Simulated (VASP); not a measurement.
Wanted: the native input for a VASP 6.6.1 run.

| Property | Result |
| --- | --- |
| Task | relaxation of cell and atoms |
| Functional | PBE |
| Potentials or basis | VASP PAW PBE potentials, release 64 (Dy_3, Re), 4f in core |
| Cutoff | 600 eV |
| k mesh | 12 × 12 × 12 |
| Occupations | gaussian, width 0.1 eV |
| Spin | no spin polarisation |
| Dipole correction | no |
| Mended | yes |
| Further INCAR settings | ALGO = Normal; EDIFF = 1e-07; IBRION = 2; EDIFFG = -0.01; NSW = 100; ISIF = 3 |

The structure of Dy3Re lies in POSCAR:

```
Dy3Re
1.0
    0.0000000000      3.6318811522      3.6318811522
    3.6318811522      0.0000000000      3.6318811522
    3.6318811522      3.6318811522      0.0000000000
Dy Re
3 1
Direct
    0.2500000000      0.2500000000      0.2500000000
    0.7500000000      0.7500000000      0.7500000000
    0.5000000000      0.5000000000      0.5000000000
    0.0000000000      0.0000000000      0.0000000000
```

The cell was built from a structure type or drawn by symmetry, and may not be a known phase.

One way to write it, as run:

INCAR

```
PREC = Accurate
ENCUT = 600
EDIFF = 1E-7
ISMEAR = 0
SIGMA = 0.1
LREAL = False
LASPH = True
NELM = 200
ALGO = Normal
ISIF = 3
LWAVE = False
LCHARG = False
GGA = PE
IBRION = 2
NSW = 100
EDIFFG = -0.01
GGA_COMPAT = False
NELMIN = 4
LMAXMIX = 6
```

KPOINTS

```
Automatic mesh
0
Gamma
  12 12 12
```

Potentials or basis: VASP PAW PBE potentials, release 64 (Dy_3, Re), 4f in core.

Launch:

```bash
$ cat potpaw_PBE.64/Dy_3/POTCAR potpaw_PBE.64/Re/POTCAR > POTCAR
$ mpirun -np 1 vasp_std > vasp.out
```

It gave:

- Relaxed volume: 24.07 Å³/atom
- Relaxed cell: a = 5.144 Å, b = 5.144 Å, c = 5.144 Å, α = 60.00°, β = 60.00°, γ = 60.00°
- Space group after relaxing (to 0.1 Å): Fm-3m (No. 225)
- Energy gained by relaxing: 0.1 meV/atom
- Ionic steps: 3
- Pressure after relaxing: 0.0 GPa
- Band gap on the k mesh: zero (bands 17 and 18 overlap by 1.65 eV)

Caveat: spin-orbit coupling is left out, which moves the levels of the heavy elements; the 4f electrons are frozen in the core, so they carry no moment and show no levels.

It took 4.6 min on 1 thread of Intel(R) Xeon(R) 6975P-C (Granite Rapids) (shared host), peak memory 0.4 GiB.
